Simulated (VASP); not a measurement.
# CO2 in VASP: a series of runs, part 2 of 2

VASP 6.6.1. Earlier steps stand in the parts before.

### 4 Single point, PBE+D3(BJ)

The input, INCAR:

```
ALGO     = Normal         # electronic algorithm
EDIFF    = 1E-6           # SCF threshold, eV
ENCUT    = 910            # plane-wave cutoff, eV
GGA      = PE             # functional
GGA_COMPAT= False        
ISIF     = 2              # what is computed and relaxed
ISMEAR   = -1             # smearing method
IVDW     = 12             # dispersion correction
LASPH    = True           # aspherical terms in the spheres
LCHARG   = False          # write CHGCAR
LREAL    = Auto         
LWAVE    = False          # write WAVECAR
NBANDS   = 82             # bands
NELM     = 120            # most SCF steps
PREC     = Accurate       # precision mode
SIGMA    = 0.05           # smearing width, eV
```

The input, KPOINTS:

```
k-points
0
Gamma
  1 1 1
```

The input, POSCAR:

```
CO2
1.0
    8.0824800000      0.0000000000      0.0000000000
    0.0000000000      8.0824800000      0.0000000000
    0.0000000000      0.0000000000      8.0824800000
C O
8 16
Direct
    0.5844616999      0.8148241629      0.8798660807
    0.9984188021      0.4615043897      0.6102334927
    0.0521498352      0.2295211371      0.1726450297
    0.6188447110      0.1058585979      0.6085137235
    0.5778548168      0.5831502212      0.4211702349
    0.1159916263      0.8362779741      0.3960789263
    0.4545510784      0.3838673278      0.0101577734
    0.0527313399      0.7907845117      0.9319045639
    0.6157763459      0.9356162960      0.9371999683
    0.5502147856      0.6926710614      0.8159253101
    0.8982638992      0.5245172274      0.5249378904
    1.0993779137      0.3906721699      0.6888232325
    0.1380888044      0.1681167167      0.2739753145
   -0.0635077352      0.2594129525      0.0927561837
    0.4854821787      0.0727004583      0.5750462729
    0.7562159139      0.1523047381      0.6303634528
    0.5966856707      0.7163519118      0.3519340598
    0.5199517970      0.4574214845      0.4717858875
    0.1978229454      0.8229899734      0.5131593273
    0.0210950104      0.8343973632      0.2884634419
    0.4052592769      0.5149162138      0.0669967634
    0.5371742337      0.2770931694     -0.0588804426
   -0.0426601736      0.8184616603      0.8205897200
    0.1535172373      0.7779542913      1.0283477349
```

Potentials or basis: VASP PAW PBE potentials, release 64 (C_h, O_h).

Command:

```console
$ cat potpaw_PBE.64/C_h/POTCAR potpaw_PBE.64/O_h/POTCAR > POTCAR
$ mpirun -np 1 vasp_gam > vasp.out
```

OUTCAR:

```text
EDIFF = 1E-6
   ENCUT = 910
   GGA = PE
   ISIF = 2
   ISMEAR = -1
   IVDW = 12
   LASPH = True
   LREAL = Auto
   NELM = 120
   PREC = Accurate
 IVDW          = 12

 ion  position               nearest neighbor table
   1  0.584  0.815  0.880-   9 1.11  10 1.15
   2  0.998  0.462  0.610-  11 1.18  12 1.18
   3  0.052  0.230  0.173-  14 1.16  13 1.18
   4  0.619  0.106  0.609-  15 1.14  16 1.19
   5  0.578  0.583  0.421-  18 1.19  17 1.22
   6  0.116  0.836  0.396-  19 1.16  20 1.16
   7  0.455  0.384  0.010-  21 1.22  22 1.23
   8  0.053  0.791  0.932-  24 1.13  23 1.21
   9  0.616  0.936  0.937-   1 1.11
  10  0.550  0.693  0.816-   1 1.15
  11  0.898  0.525  0.525-   2 1.18
  12  0.099  0.391  0.689-   2 1.18
  13  0.138  0.168  0.274-   3 1.18
  14  0.936  0.259  0.093-   3 1.16
[... 8 lines left out ...]
  23  0.957  0.818  0.821-   8 1.21
  24  0.154  0.778  0.028-   8 1.13

  LATTYP: Found a simple cubic cell.
 ALAT       =     8.0824800000

  Lattice vectors:

 A1 = (   8.0824800000,   0.0000000000,   0.0000000000)
 A2 = (   0.0000000000,   8.0824800000,   0.0000000000)
 A3 = (   0.0000000000,   0.0000000000,   8.0824800000)

Analysis of symmetry for initial positions (statically):
=====================================================================
 Subroutine PRICEL returns:
 Original cell was already a primitive cell.

 Routine SETGRP: Setting up the symmetry group for a
 simple cubic supercell.

 Subroutine GETGRP returns: Found  1 space group operations
 (whereof  1 operations were pure point group operations)
 out of a pool of 48 trial point group operations.

The static configuration has the point symmetry C_1 .

Analysis of symmetry for dynamics (positions and initial velocities):
=====================================================================
 Subroutine PRICEL returns:
 Original cell was already a primitive cell.

 Routine SETGRP: Setting up the symmetry group for a
 simple cubic supercell.

 Subroutine GETGRP returns: Found  1 space group operations
 (whereof  1 operations were pure point group operations)
 out of a pool of 48 trial point group operations.

The dynamic configuration has the point symmetry C_1 .

 Subroutine INISYM returns: Found  1 space group operations
 (whereof  1 operations are pure point group operations),
 and found     1 'primitive' translations

----------------------------------------------------------------------------------------

                                     Primitive cell

  volume of cell :     528.0000

  direct lattice vectors                    reciprocal lattice vectors
     8.082480000  0.000000000  0.000000000     0.123724401  0.000000000  0.000000000
     0.000000000  8.082480000  0.000000000     0.000000000  0.123724401  0.000000000
     0.000000000  0.000000000  8.082480000     0.000000000  0.000000000  0.123724401

  length of vectors
     8.082480000  8.082480000  8.082480000     0.123724401  0.123724401  0.123724401

  position of ions in fractional coordinates (direct lattice)
     0.584461700  0.814824163  0.879866081
     0.998418802  0.461504390  0.610233493
     0.052149835  0.229521137  0.172645030
     0.618844711  0.105858598  0.608513724
     0.577854817  0.583150221  0.421170235
     0.115991626  0.836277974  0.396078926
[... 16 lines left out ...]
     0.957339826  0.818461660  0.820589720
     0.153517237  0.777954291  0.028347735

  ion indices of the primitive-cell ions
   primitive index   ion index
                 1           1
                 2           2
                 3           3
                 4           4
                 5           5
                 6           6
[... 16 lines left out ...]
                23          23
                24          24

----------------------------------------------------------------------------------------

 KPOINTS: k-points

Automatic generation of k-mesh.
 Grid dimensions read from file:
 generate k-points for:    1    1    1

 Generating k-lattice:

  Cartesian coordinates                     Fractional coordinates (reciprocal lattice)
     0.123724401  0.000000000  0.000000000     1.000000000  0.000000000  0.000000000
     0.000000000  0.123724401  0.000000000     0.000000000  1.000000000  0.000000000
     0.000000000  0.000000000  0.123724401     0.000000000  0.000000000  1.000000000

  Length of vectors
     0.123724401  0.123724401  0.123724401

  Shift w.r.t. Gamma in fractional coordinates (k-lattice)
     0.000000000  0.000000000  0.000000000

 Subroutine IBZKPT returns following result:
 ===========================================

 Found      1 irreducible k-points:

 Following reciprocal coordinates:
            Coordinates               Weight
  0.000000  0.000000  0.000000      1.000000
   k-points           NKPTS =      1   k-points in BZ     NKDIM =      1   number of bands    NBANDS=     82
   number of dos      NEDOS =    301   number of ions     NIONS =     24
   total plane-waves  NPLWV = 512000
   dimension x,y,z NGX =    80 NGY =   80 NGZ =   80
   dimension x,y,z NGXF=   160 NGYF=  160 NGZF=  160
   ions per type =               8  16
   NGX,Y,Z   is equivalent  to a cutoff of  16.45, 16.45, 16.45 a.u.
   NGXF,Y,Z  is equivalent  to a cutoff of  32.91, 32.91, 32.91 a.u.
 SYSTEM =  unknown system
   PREC   = accura    normal or accurate (medium, high low for compatibility)
   ISTART =      0    job   : 0-new  1-cont  2-samecut
   ICHARG =      2    charge: 1-file 2-atom 10-const
   ISPIN  =      1    spin polarized calculation?
   LNONCOLLINEAR =      F non collinear calculations
   LSORBIT =      F    spin-orbit coupling
   LASPH  =      T    aspherical Exc in radial PAW
   ENCUT  =  910.0 eV  66.88 Ry    8.18 a.u.  19.88 19.88 19.88*2*pi/ulx,y,z
   NELM   =    120;   NELMIN=  2; NELMDL= -5     # of ELM steps
   EDIFF  = 0.1E-05   stopping-criterion for ELM
   LREAL  =      T    real-space projection
   EDIFFG = 0.1E-04   stopping-criterion for IOM
   NSW    =      0    number of steps for IOM
   IBRION =     -1    ionic relax: 0-MD 1-quasi-New 2-CG
   NFREE  =      0    steps in history (QN), initial steepest desc. (CG)
   ISIF   =      2    stress and relaxation
   ISYM   =      2    0-nonsym 1-usesym 2-fastsym
   POTIM  = 0.5000    time-step for ionic-motion
   TEBEG  =    0.0;   TEEND  =   0.0 temperature during run
   PSTRESS=    0.0 pullay stress
   NELECT =     128.0000    total number of electrons
   NUPDOWN=      -1.0000    fix difference up-down
   EMIN   =  10.00;   EMAX   =-10.00  energy-range for DOS
   EFERMI =   0.00;   METHOD = LEGACY
   ISMEAR =    -1;   SIGMA  =   0.05  broadening in eV -4-tet -1-fermi 0-gaus
   EFERMI_NEDOS =   21; number of points for ismear=-14 and -15
   IALGO  =     38    algorithm
   IMIX   =      4    mixing-type and parameters
     AMIX     =   0.40;   BMIX     =  1.00
     AMIX_MAG =   1.60;   BMIX_MAG =  1.00
  volume/ion in A,a.u.               =      22.00       148.46
  Fermi-wavevector in a.u.,A,eV,Ry     =   1.020783  1.929001 14.177248  1.041998
  Thomas-Fermi vector in A             =   2.154372
   LORBIT       =      0    0 simple, 1 ext, 2 COOP (PROOUT), +10 PAW based schemes
   GGA     = PE    functional components
   LHFCALC =     F    Hartree Fock is set to
   AEXX    =    0.0000 exact exchange contribution
   IVDW    =    12    specifies the selected vdW correction
   LEPSILON=     F    determine dielectric tensor
   LRPA    =     F    only Hartree local field effects (RPA)
 non-spin polarized calculation
  energy-cutoff  :      910.00
  volume of cell :      528.00
 maximum number of plane-waves:     16494
 NGX is ok and might be reduce to    80
   NGX = 39   NGY = 39   NGZ = 39

 number of electron     128.0000000 magnetization

 Free energy of the ion-electron system (eV)
  ---------------------------------------------------
  ext. energy  EPLUGINS =         0.00000000
  ---------------------------------------------------
  free energy    TOTEN  =      -184.23678668 eV

  energy without entropy =     -184.23678668  energy(sigma->0) =     -184.23678668

 E-fermi :  -3.4693     XC(G=0):  -6.1637

 val. band max:       -4.7062951057   @ k =   0.0000   0.0000   0.0000
 cond. band min:       0.6682480557   @ k =   0.0000   0.0000   0.0000
 fundamental gap:      5.3745431614
 Fermi energy:        -3.4693259004

 k-point     1 :       0.0000    0.0000    0.0000
  band No.  band energies     occupation
      1     -25.8773      2.00000
      2     -25.8003      2.00000
      3     -25.6108      2.00000
      4     -25.3774      2.00000
      5     -25.3117      2.00000
      6     -25.2858      2.00000
[... 68 lines left out ...]
     75       3.2484      0.00000
     76       3.2874      0.00000
 [bands above 76 left out]

------------------------ aborting loop because EDIFF is reached ----------------------------------------

 Edisp (eV)   -1.04266

 E8    (eV) :    -0.2577

  FORCE on cell =-STRESS in cart. coord.  units (eV):
  Direction    XX          YY          ZZ          XY          YZ          ZX
  --------------------------------------------------------------------------------------
  -------------------------------------------------------------------------------------
  Total       0.00806    -4.36228     0.77993     5.02192     4.49057     4.96865
  in kB       0.02447   -13.23702     2.36664    15.23866    13.62630    15.07702
  external pressure =       -3.62 kB  Pullay stress =        0.00 kB

 VOLUME and BASIS-vectors are now :
 -----------------------------------------------------------------------------
  energy-cutoff  :      910.00
  volume of cell :      528.00
      direct lattice vectors                 reciprocal lattice vectors
     8.082480000  0.000000000  0.000000000     0.123724401  0.000000000  0.000000000
     0.000000000  8.082480000  0.000000000     0.000000000  0.123724401  0.000000000
     0.000000000  0.000000000  8.082480000     0.000000000  0.000000000  0.123724401

 POSITION                                       TOTAL-FORCE (eV/Angst)
 -----------------------------------------------------------------------------------
      4.72390      6.58580      7.11150        -1.065406     -3.808885     -1.977012
      8.06970      3.73010      4.93220         0.337156     -0.763444     -0.018671
      0.42150      1.85510      1.39540        -0.527314     -2.131835      2.110432
      5.00180      0.85560      4.91830         3.502471      1.773659      0.079972
      4.67050      4.71330      3.40410        -2.060362      2.163758     -1.892992
      0.93750      6.75920      3.20130        -0.782554     -0.631834      0.456082
[... 16 lines left out ...]
      7.73768      6.61520      6.63240         1.211242     -0.886903      2.102290
      1.24080      6.28780      0.22912         2.697838     -0.795098      2.099068
 -----------------------------------------------------------------------------------
    total drift:                               -0.000267      0.004763     -0.003624

  FREE ENERGIE OF THE ION-ELECTRON SYSTEM (eV)
  ---------------------------------------------------
  free  energy   TOTEN  =      -185.2794502093 eV

  energy  without entropy=     -185.2794502093  energy(sigma->0) =     -185.27945021
```

Wall time 2.2 min (1 thread of Intel Xeon Platinum 8259CL at 2.50GHz (Skylake/Cascade Lake), shared host); peak memory 0.89 GiB.

Results:

```
Free energy                : -185.2795 eV
Pressure                   : -0.4 GPa
Largest force              : 7.153 eV/Å
Band gap on the k mesh     : 5.37 eV
Dispersion energy per atom : -0.043 eV
```

Forces in eV/Å, atoms in the order of the input:
```
C   -1.065 -3.809 -1.977
C    0.337 -0.763 -0.019
C   -0.527 -2.132  2.110
C    3.502  1.774  0.080
C   -2.060  2.164 -1.893
C   -0.783 -0.632  0.456
C    2.553  1.401 -1.070
C   -3.570  1.518 -4.982
O    1.654  6.169  3.219
O   -0.535 -2.430 -1.315
O    0.628 -0.149  0.558
O   -0.867  0.870 -0.485
O    0.719  1.183 -0.838
O   -0.163  1.152 -1.283
O   -2.523 -1.015 -0.268
O   -0.900 -0.664  0.098
O    0.408 -3.544  2.176
O    1.567  1.434 -0.276
O    1.140  0.187  0.721
O   -0.762  0.442 -0.430
O    0.482 -4.153 -1.043
O   -3.144  2.678  2.259
O    1.211 -0.887  2.102
O    2.698 -0.795  2.099
```

Caveat: the k points lie up to 0.78 Å⁻¹ apart; the cutoff is under 1.25 times the usual one of these potentials, so pressure, stress and relaxed cells hold a basis-set (Pulay) error.
